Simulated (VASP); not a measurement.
Here is a VASP 6.6.1 calculation.

INCAR

```
SYSTEM = CdHg5Te6
PREC = Accurate ; ENCUT = 520
EDIFF = 1E-7 ; ISMEAR = 0
SIGMA = 0.1 ; LREAL = .False.
LASPH = .True. ; NELM = 60
ALGO = Normal ; ISIF = 2
LWAVE = .False. ; LCHARG = .False.
GGA = PE ; NBANDS = 66
```

KPOINTS

```
regular mesh
0
Gamma
  4 4 4
  0 0 0
```

Contents of POSCAR:

```
CdHg5Te6
1.0
    3.1260564300     -9.3781692900      0.0000000000
    3.1260564300      9.3781692900      0.0000000000
    0.0000000000      0.0000000000      6.2521128600
Cd Hg Te
1 5 6
Direct
    0.0000000000      0.0000000000      0.0000000000
    0.1666666700      0.8333333300      0.5000000000
    0.3333333300      0.6666666700      0.0000000000
    0.5000000000      0.5000000000      0.5000000000
    0.6666666700      0.3333333300      0.0000000000
    0.8333333300      0.1666666700      0.5000000000
    0.6666666700      0.3333333300      0.5000000000
    0.8333333300      0.1666666700      0.0000000000
    0.0000000000      0.0000000000      0.5000000000
    0.1666666700      0.8333333300      0.0000000000
    0.3333333300      0.6666666700      0.5000000000
    0.5000000000      0.5000000000      0.0000000000
```

Potentials or basis: VASP PAW PBE potentials, release 64 (Cd, Hg, Te).

Run with:

```sh
$ cat potpaw_PBE.64/Cd/POTCAR potpaw_PBE.64/Hg/POTCAR potpaw_PBE.64/Te/POTCAR > POTCAR
$ mpirun -np 1 vasp_std > vasp.out
```

(1) What does it give for the pressure?

(2) Estimate the largest force.

(3) What does it give for the band gap on the k mesh?

Results:

(1) -2.0 GPa.

(2) 0.169 eV/Å.

(3) zero (band 54 reaches 3.79 eV, above the bottom of band 55 at 2.66 eV).

Caveat: spin-orbit coupling is left out, which moves the levels of the heavy elements.
